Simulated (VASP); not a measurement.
# W (Pm-3n) in VASP: single point with LDA

Aim: the single point of W with LDA.

All numbers are computed with VASP 6.6.1; they aren't measurements. Logs are shortened: lines on timing, memory, paths and dates and some standing lists are left out, and cuts for length are marked.

### 1 The cell of the first run

The structure is cubic, space group Pm-3n (No. 223). The conventional cell has a = 5.083 Å, b = 5.083 Å, c = 5.083 Å, α = 90.00°, β = 90.00°, γ = 90.00°. Within 3.7 Å of W (site symmetry m-3) lie 12 W at 2.84 Å. W (site symmetry -4m2) has 14 W at 2.54 to 3.11 Å within 3.4 Å.

### 2 Single point, LDA

The input, INCAR:

```
SYSTEM = W
PREC = Accurate ; ENCUT = 500
EDIFF = 1E-6 ; ISMEAR = 0
SIGMA = 0.1 ; LREAL = .FALSE.
LASPH = .TRUE. ; NELM = 120
ALGO = Normal ; ISIF = 2
LWAVE = .FALSE. ; LCHARG = .FALSE.
GGA = CA ; NBANDS = 66
GGA_COMPAT = .FALSE.
```

The input, KPOINTS:

```
Automatic mesh
0
G
  5 5 5
  0 0 0
```

The input, POSCAR:

```
W
1.0
    5.0830000000      0.0000000000      0.0000000000
    0.0000000000      5.0830000000      0.0000000000
    0.0000000000      0.0000000000      5.0830000000
W
8
Direct
    0.0000000000      0.0000000000      0.0000000000
    0.5000000000      0.5000000000      0.5000000000
    0.0000000000      0.5000000000      0.2500000000
    0.0000000000      0.5000000000      0.7500000000
    0.2500000000      0.0000000000      0.5000000000
    0.5000000000      0.2500000000      0.0000000000
    0.5000000000      0.7500000000      0.0000000000
    0.7500000000      0.0000000000      0.5000000000
```

Potentials or basis: VASP PAW LDA potentials, release 64 (W_sv).

The run is started by

```sh
cat potpaw_LDA.64/W_sv/POTCAR > POTCAR
mpirun -np 1 vasp_std > vasp.out
```

OUTCAR:

```text
SYSTEM = W
   PREC = Accurate
   ENCUT = 500
   EDIFF = 1E-6
   ISMEAR = 0
   LREAL = .FALSE.
   LASPH = .TRUE.
   NELM = 120
   ISIF = 2
   GGA = CA

 ion  position               nearest neighbor table
   1  0.000  0.000  0.000-   3 2.84   4 2.84   5 2.84   6 2.84   7 2.84   8 2.84   5 2.84   8 2.84
                             3 2.84   4 2.84   6 2.84   7 2.84
   2  0.500  0.500  0.500-   3 2.84   4 2.84   5 2.84   6 2.84   7 2.84   8 2.84   6 2.84   7 2.84
                             5 2.84   8 2.84   3 2.84   4 2.84
   3  0.000  0.500  0.250-   4 2.54   4 2.54   1 2.84   2 2.84   1 2.84   2 2.84   8 3.11   5 3.11
                             6 3.11   5 3.11   8 3.11   7 3.11   6 3.11   7 3.11
   4  0.000  0.500  0.750-   3 2.54   3 2.54   1 2.84   2 2.84   1 2.84   2 2.84   8 3.11   5 3.11
                             6 3.11   5 3.11   8 3.11   7 3.11   6 3.11   7 3.11
   5  0.250  0.000  0.500-   8 2.54   8 2.54   1 2.84   1 2.84   2 2.84   2 2.84   3 3.11   4 3.11
                             6 3.11   7 3.11   6 3.11   3 3.11   4 3.11   7 3.11
   6  0.500  0.250  0.000-   7 2.54   7 2.54   1 2.84   2 2.84   2 2.84   1 2.84   8 3.11   4 3.11
                             5 3.11   8 3.11   5 3.11   3 3.11   3 3.11   4 3.11
   7  0.500  0.750  0.000-   6 2.54   6 2.54   1 2.84   2 2.84   2 2.84   1 2.84   8 3.11   4 3.11
                             5 3.11   8 3.11   5 3.11   3 3.11   3 3.11   4 3.11
   8  0.750  0.000  0.500-   5 2.54   5 2.54   1 2.84   1 2.84   2 2.84   2 2.84   7 3.11   4 3.11
                             6 3.11   7 3.11   3 3.11   3 3.11   4 3.11   6 3.11

  LATTYP: Found a simple cubic cell.
 ALAT       =     5.0830000000

  Lattice vectors:

 A1 = (   5.0830000000,   0.0000000000,   0.0000000000)
 A2 = (   0.0000000000,   5.0830000000,   0.0000000000)
 A3 = (   0.0000000000,   0.0000000000,   5.0830000000)

Analysis of symmetry for initial positions (statically):
=====================================================================
 Subroutine PRICEL returns:
 Original cell was already a primitive cell.

 Routine SETGRP: Setting up the symmetry group for a
 simple cubic supercell.

 Subroutine GETGRP returns: Found 48 space group operations
 (whereof 24 operations were pure point group operations)
 out of a pool of 48 trial point group operations.

The static configuration has the point symmetry T_h .
 The point group associated with its full space group is O_h .

Analysis of symmetry for dynamics (positions and initial velocities):
=====================================================================
 Subroutine PRICEL returns:
 Original cell was already a primitive cell.

 Routine SETGRP: Setting up the symmetry group for a
 simple cubic supercell.

 Subroutine GETGRP returns: Found 48 space group operations
 (whereof 24 operations were pure point group operations)
 out of a pool of 48 trial point group operations.

The dynamic configuration has the point symmetry T_h .
 The point group associated with its full space group is O_h .

 Subroutine INISYM returns: Found 48 space group operations
 (whereof 24 operations are pure point group operations),
 and found     1 'primitive' translations

----------------------------------------------------------------------------------------

                                     Primitive cell

  volume of cell :     131.3289

  direct lattice vectors                    reciprocal lattice vectors
     5.083000000  0.000000000  0.000000000     0.196734212  0.000000000  0.000000000
     0.000000000  5.083000000  0.000000000     0.000000000  0.196734212  0.000000000
     0.000000000  0.000000000  5.083000000     0.000000000  0.000000000  0.196734212

  length of vectors
     5.083000000  5.083000000  5.083000000     0.196734212  0.196734212  0.196734212

  position of ions in fractional coordinates (direct lattice)
     0.000000000  0.000000000  0.000000000
     0.500000000  0.500000000  0.500000000
     0.000000000  0.500000000  0.250000000
     0.000000000  0.500000000  0.750000000
     0.250000000  0.000000000  0.500000000
     0.500000000  0.250000000  0.000000000
     0.500000000  0.750000000  0.000000000
     0.750000000  0.000000000  0.500000000

  ion indices of the primitive-cell ions
   primitive index   ion index
                 1           1
                 2           2
                 3           3
                 4           4
                 5           5
                 6           6
                 7           7
                 8           8

----------------------------------------------------------------------------------------

 KPOINTS: Automatic mesh

Automatic generation of k-mesh.
 Grid dimensions read from file:
 generate k-points for:    5    5    5

 Generating k-lattice:

  Cartesian coordinates                     Fractional coordinates (reciprocal lattice)
     0.039346842  0.000000000  0.000000000     0.200000000  0.000000000  0.000000000
     0.000000000  0.039346842  0.000000000     0.000000000  0.200000000  0.000000000
     0.000000000  0.000000000  0.039346842     0.000000000  0.000000000  0.200000000

  Length of vectors
     0.039346842  0.039346842  0.039346842

  Shift w.r.t. Gamma in fractional coordinates (k-lattice)
     0.000000000  0.000000000  0.000000000

 Subroutine IBZKPT returns following result:
 ===========================================

 Found     10 irreducible k-points:

 Following reciprocal coordinates:
            Coordinates               Weight
  0.000000  0.000000  0.000000      1.000000
  0.200000  0.000000  0.000000      6.000000
  0.400000  0.000000  0.000000      6.000000
  0.200000  0.200000  0.000000     12.000000
  0.400000  0.200000  0.000000     24.000000
  0.400000  0.400000  0.000000     12.000000
  0.200000  0.200000  0.200000      8.000000
  0.400000  0.200000  0.200000     24.000000
  0.400000  0.400000  0.200000     24.000000
  0.400000  0.400000  0.400000      8.000000
   k-points           NKPTS =     10   k-points in BZ     NKDIM =     10   number of bands    NBANDS=     66
   number of dos      NEDOS =    301   number of ions     NIONS =      8
   total plane-waves  NPLWV =  64000
   dimension x,y,z NGX =    40 NGY =   40 NGZ =   40
   dimension x,y,z NGXF=    80 NGYF=   80 NGZF=   80
   ions per type =               8
   NGX,Y,Z   is equivalent  to a cutoff of  13.08, 13.08, 13.08 a.u.
   NGXF,Y,Z  is equivalent  to a cutoff of  26.17, 26.17, 26.17 a.u.
 SYSTEM =  W
   PREC   = accura    normal or accurate (medium, high low for compatibility)
   ISTART =      0    job   : 0-new  1-cont  2-samecut
   ICHARG =      2    charge: 1-file 2-atom 10-const
   ISPIN  =      1    spin polarized calculation?
   LNONCOLLINEAR =      F non collinear calculations
   LSORBIT =      F    spin-orbit coupling
   LASPH  =      T    aspherical Exc in radial PAW
   ENCUT  =  500.0 eV  36.75 Ry    6.06 a.u.   9.27  9.27  9.27*2*pi/ulx,y,z
   NELM   =    120;   NELMIN=  2; NELMDL= -5     # of ELM steps
   EDIFF  = 0.1E-05   stopping-criterion for ELM
   LREAL  =      F    real-space projection
   EDIFFG = 0.1E-04   stopping-criterion for IOM
   NSW    =      0    number of steps for IOM
   IBRION =     -1    ionic relax: 0-MD 1-quasi-New 2-CG
   NFREE  =      0    steps in history (QN), initial steepest desc. (CG)
   ISIF   =      2    stress and relaxation
   ISYM   =      2    0-nonsym 1-usesym 2-fastsym
   POTIM  = 0.5000    time-step for ionic-motion
   TEBEG  =    0.0;   TEEND  =   0.0 temperature during run
   PSTRESS=    0.0 pullay stress
   NELECT =     112.0000    total number of electrons
   NUPDOWN=      -1.0000    fix difference up-down
   EMIN   =  10.00;   EMAX   =-10.00  energy-range for DOS
   EFERMI =   0.00;   METHOD = LEGACY
   ISMEAR =     0;   SIGMA  =   0.10  broadening in eV -4-tet -1-fermi 0-gaus
   EFERMI_NEDOS =   21; number of points for ismear=-14 and -15
   IALGO  =     38    algorithm
   IMIX   =      4    mixing-type and parameters
     AMIX     =   0.40;   BMIX     =  1.00
     AMIX_MAG =   1.60;   BMIX_MAG =  1.00
  volume/ion in A,a.u.               =      16.42       110.78
  Fermi-wavevector in a.u.,A,eV,Ry     =   1.552485  2.933771 32.792891  2.410209
  Thomas-Fermi vector in A             =   2.656853
   LORBIT       =      0    0 simple, 1 ext, 2 COOP (PROOUT), +10 PAW based schemes
   GGA     = CA    functional components
   LHFCALC =     F    Hartree Fock is set to
   AEXX    =    0.0000 exact exchange contribution
   IVDW    =     0    specifies the selected vdW correction
   LEPSILON=     F    determine dielectric tensor
   LRPA    =     F    only Hartree local field effects (RPA)
 non-spin polarized calculation
 Gauss-broadening in eV      SIGMA  =   0.10
  energy-cutoff  :      500.00
  volume of cell :      131.33
 maximum number of plane-waves:      3353
 NGX is ok and might be reduce to    40
   NGX = 19   NGY = 19   NGZ = 19

 number of electron     111.9999988 magnetization

 Free energy of the ion-electron system (eV)
  ---------------------------------------------------
  ext. energy  EPLUGINS =         0.00000000
  ---------------------------------------------------
  free energy    TOTEN  =      -111.84475406 eV

  energy without entropy =     -111.83326990  energy(sigma->0) =     -111.83901198

 E-fermi :  10.5519     XC(G=0): -13.6186

 val. band max:       10.4719558792   @ k =   0.2000   0.0000   0.0000
 cond. band min:      10.5650485008   @ k =   0.4000   0.0000   0.0000
 fundamental gap:      0.0930926216
 Fermi energy:        10.5518640233

 k-point     1 :       0.0000    0.0000    0.0000
  band No.  band energies     occupation
      1     -63.0206      2.00000
      2     -62.9757      2.00000
      3     -62.9757      2.00000
      4     -62.8391      2.00000
      5     -62.8391      2.00000
      6     -62.8391      2.00000
[... 58 lines left out ...]
     65      12.3795      0.00000
     66      13.4227      0.00000

 k-point     2 :       0.2000    0.0000    0.0000
  band No.  band energies     occupation
      1     -63.0130      2.00000
      2     -62.9781      2.00000
      3     -62.9657      2.00000
      4     -62.8538      2.00000
      5     -62.8392      2.00000
      6     -62.8392      2.00000
[... 58 lines left out ...]
     65      13.0787      0.00000
     66      13.1873      0.00000

 k-point     3 :       0.4000    0.0000    0.0000
  band No.  band energies     occupation
      1     -62.9981      2.00000
      2     -62.9857      2.00000
      3     -62.9348      2.00000
      4     -62.8912      2.00000
      5     -62.8392      2.00000
      6     -62.8392      2.00000
[... 58 lines left out ...]
     65      13.2332      0.00000
     66      13.2694      0.00000

 k-point     4 :       0.2000    0.2000    0.0000
  band No.  band energies     occupation
      1     -63.0053      2.00000
      2     -62.9734      2.00000
      3     -62.9629      2.00000
      4     -62.8543      2.00000
      5     -62.8532      2.00000
      6     -62.8391      2.00000
[... 58 lines left out ...]
     65      13.3758      0.00000
     66      13.3860      0.00000

 k-point     5 :       0.4000    0.2000    0.0000
  band No.  band energies     occupation
      1     -62.9926      2.00000
      2     -62.9758      2.00000
      3     -62.9348      2.00000
      4     -62.8912      2.00000
      5     -62.8536      2.00000
      6     -62.8391      2.00000
[... 58 lines left out ...]
     65      12.7534      0.00000
     66      13.6485      0.00000

 k-point     6 :       0.4000    0.4000    0.0000
  band No.  band energies     occupation
      1     -62.9880      2.00000
      2     -62.9461      2.00000
      3     -62.9305      2.00000
      4     -62.8945      2.00000
      5     -62.8873      2.00000
      6     -62.8392      2.00000
[... 58 lines left out ...]
     65      12.9522      0.00000
     66      13.4032      0.00000

 k-point     7 :       0.2000    0.2000    0.2000
  band No.  band energies     occupation
      1     -62.9965      2.00000
      2     -62.9649      2.00000
      3     -62.9649      2.00000
      4     -62.8541      2.00000
      5     -62.8541      2.00000
      6     -62.8529      2.00000
[... 58 lines left out ...]
     65      12.7034      0.00000
     66      13.9796      0.00000

 k-point     8 :       0.4000    0.2000    0.2000
  band No.  band energies     occupation
      1     -62.9818      2.00000
      2     -62.9711      2.00000
      3     -62.9350      2.00000
      4     -62.8911      2.00000
      5     -62.8537      2.00000
      6     -62.8534      2.00000
[... 58 lines left out ...]
     65      13.0162      0.00000
     66      13.4233      0.00000

 k-point     9 :       0.4000    0.4000    0.2000
  band No.  band energies     occupation
      1     -62.9741      2.00000
      2     -62.9438      2.00000
      3     -62.9312      2.00000
      4     -62.8936      2.00000
      5     -62.8880      2.00000
      6     -62.8534      2.00000
[... 58 lines left out ...]
     65      12.9838      0.00000
     66      13.0691      0.00000

 k-point    10 :       0.4000    0.4000    0.4000
  band No.  band energies     occupation
      1     -62.9417      2.00000
      2     -62.9341      2.00000
      3     -62.9341      2.00000
      4     -62.8916      2.00000
      5     -62.8916      2.00000
      6     -62.8887      2.00000
[... 58 lines left out ...]
     65      13.0838      0.00000
     66      13.1227      0.00000

------------------------ aborting loop because EDIFF is reached ----------------------------------------

  FORCE on cell =-STRESS in cart. coord.  units (eV):
  Direction    XX          YY          ZZ          XY          YZ          ZX
  --------------------------------------------------------------------------------------
  -------------------------------------------------------------------------------------
  Total      -10.4851945    -10.4851945    -10.4851945      0.0000000     -0.0000000     -0.0000000
  in kB     -127.9165520   -127.9165520   -127.9165520      0.0000000     -0.0000000     -0.0000000
  external PRESSURE =    -127.9165520 kB  Pullay stress =       0.0000000 kB

 VOLUME and BASIS-vectors are now :
 -----------------------------------------------------------------------------
  energy-cutoff  :      500.00
  volume of cell :      131.33
      direct lattice vectors                 reciprocal lattice vectors
     5.083000000  0.000000000  0.000000000     0.196734212  0.000000000  0.000000000
     0.000000000  5.083000000  0.000000000     0.000000000  0.196734212  0.000000000
     0.000000000  0.000000000  5.083000000     0.000000000  0.000000000  0.196734212

 POSITION                                       TOTAL-FORCE (eV/Angst)
 -----------------------------------------------------------------------------------
      0.00000      0.00000      0.00000        -0.000000      0.000000     -0.000000
      2.54150      2.54150      2.54150        -0.000000      0.000000     -0.000000
      0.00000      2.54150      1.27075         0.000000     -0.000000     -0.000000
      0.00000      2.54150      3.81225        -0.000000      0.000000      0.000000
      1.27075      0.00000      2.54150         0.000000      0.000000      0.000000
      2.54150      1.27075      0.00000         0.000000     -0.000000      0.000000
      2.54150      3.81225      0.00000        -0.000000      0.000000     -0.000000
      3.81225      0.00000      2.54150        -0.000000     -0.000000     -0.000000
 -----------------------------------------------------------------------------------
    total drift:                               -0.000000     -0.000000      0.000000

  FREE ENERGIE OF THE ION-ELECTRON SYSTEM (eV)
  ---------------------------------------------------
  free  energy   TOTEN  =      -111.8447540637 eV

  energy  without entropy=     -111.8332699040  energy(sigma->0) =     -111.83901198
```

Run time: 73 s. Hardware: 1 thread of Intel Xeon Platinum 8375C at 2.90GHz (Ice Lake), shared host; peak memory 0.21 GiB.

Results:

- Free energy: -111.8448 eV
- Pressure: -12.8 GPa
- Band gap on the k mesh: zero (bands 56 and 57 overlap by 0.53 eV)

Caveat: the cell stands under tension; spin-orbit coupling is left out, which moves the levels of the heavy elements.
